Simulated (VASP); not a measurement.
Input of a VASP 6.6.1 run:

File INCAR:

```
SYSTEM = Al
PREC     = Accurate       ! precision mode
ENCUT    = 520            ! plane-wave cutoff, eV
EDIFF    = 1E-7           ! SCF threshold, eV
ISMEAR   = 0              ! smearing method
SIGMA    = 0.15           ! smearing width, eV
LREAL    = .FALSE.        ! projectors in reciprocal space
LASPH    = .TRUE.         ! aspherical terms in the spheres
NELM     = 100            ! most SCF steps
ALGO     = Fast           ! electronic algorithm
ISIF     = 2              ! what is computed and relaxed
LWAVE    = .FALSE.        ! write WAVECAR
LCHARG   = .TRUE.         ! write CHGCAR
GGA      = PE             ! functional
LELF     = .TRUE.         ! ELF
LVHAR    = .TRUE.       
ISYM     = 0            
NBANDS   = 14             ! bands
```

The input KPOINTS:

```
regular mesh
0
G
  16 16 5
  0 0 0
```

POSCAR

```
Al
1.0
   -1.6174623135      1.6174623135     -1.6174623135
   -1.6174623135     -1.6174623135      1.6174623135
   -1.6174623135      6.1463567915      6.7933417169
Al
4
Direct
   -0.3500000000     -0.5250000000      0.8750000000
    0.4500000000      0.4250000000      0.1250000000
   -0.1500000000     -0.2250000000      0.3750000000
    0.2500000000      0.1250000000      0.6250000000
```

Potentials or basis: VASP PAW PBE potentials, release 64 (Al).

Launch:

```sh
$ cat potpaw_PBE.64/Al/POTCAR > POTCAR
$ mpirun -np 1 vasp_std > vasp.out
```

(1) What does it give for the pressure?

(2) Estimate the band gap on the k mesh.

(3) Estimate the largest force.

Answers

(1) 3.6 GPa.

(2) zero (bands 6 and 7 overlap by 6.54 eV).

(3) 2.166 eV/Å.

Caveat: the cell stands under pressure; forces of over 1 eV/Å act on the atoms, so gaps and moduli don't describe the material at rest.
